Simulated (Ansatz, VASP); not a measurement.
**Ge in VASP and in Ansatz**

The input INCAR:

```
ALGO = Normal
EDIFF = 1E-8
ENCUT = 520
GGA = PE
ISIF = 2
ISMEAR = -1
LASPH = True
LCHARG = False
LEFG = True
LREAL = False
LWAVE = False
NBANDS = 36
NELM = 80
PREC = Accurate
SIGMA = 0.05
```

The input KPOINTS:

```
k-points
0
Gamma
  11 11 6
```

The input POSCAR:

```
Ge
1.0
    3.9975858431      0.0000000000      0.0000000000
   -1.9987929216      3.4620108940      0.0000000000
    0.0000000000      0.0000000000      6.4013966115
Ge
4
Direct
    0.6666666667      0.3333333333      0.0629012500
    0.3333333333      0.6666666667      0.5629012500
    0.6666666667      0.3333333333      0.4370987500
    0.3333333333      0.6666666667      0.9370987500
```

Input for Ansatz:

```yaml
crystal:
  lattice:
    - [3.9975858431, 0.0, 0.0]
    - [-1.9987929216, 3.462010894, 0.0]
    - [0.0, 0.0, 6.4013966115]
  atoms:
    - { symbol: Ge, position: [0.6666666667, 0.3333333333, 0.06290125] }
    - { symbol: Ge, position: [0.3333333333, 0.6666666667, 0.56290125] }
    - { symbol: Ge, position: [0.6666666667, 0.3333333333, 0.43709875] }
    - { symbol: Ge, position: [0.3333333333, 0.6666666667, 0.93709875] }
kpoints:
  mp_grid: { grid: [11, 11, 6] }
scf:
  occupations: { method: fermi_dirac, width: 0.05 }
hamiltonian:
  xc: pbe
  pseudopotentials: { kind: all_electron, datasets: crystal }
output:
  forces: true
  stress: true
  eigenvalues: true
  efg: { contact_densities: true }
```

Change from the starting cell: zz strain of -3 %, crystal datasets.

Alike in both runs: task electric field gradients; functional PBE; k mesh 11 × 11 × 6; occupations fermi-dirac, width 0.05 eV; no spin polarisation.

|  | VASP | Ansatz |
| --- | --- | --- |
| version | VASP 6.6.1 | Ansatz 0.2.0 |
| potentials or method | VASP PAW PBE potentials, release 64 (Ge_d), cutoff 520 eV | all-electron PAW with datasets made for the crystal, scalar-relativistic |

VASP gave:

| Quantity | Value |
| --- | --- |
| pressure (GPa) | 5.4 |
| traceless stress, the component that is largest in VASP (GPa) | 4.15 |
| rms of the force components (eV/Å) | 0.204 |
| size of Vzz on the site where it differs most (V/Å²) | 12.3 |

Task: Estimate Ansatz's values.

Result: Pressure (GPa): 5.4; traceless stress, the component that is largest in VASP (GPa): 4.15; rms of the force components (eV/Å): 0.205; size of Vzz on the site where it differs most (V/Å²): 11.7.

Atom by atom the forces differ by 0.001 eV/Å (rms over components). Ansatz ran all-electron here, and VASP with PAW potentials.
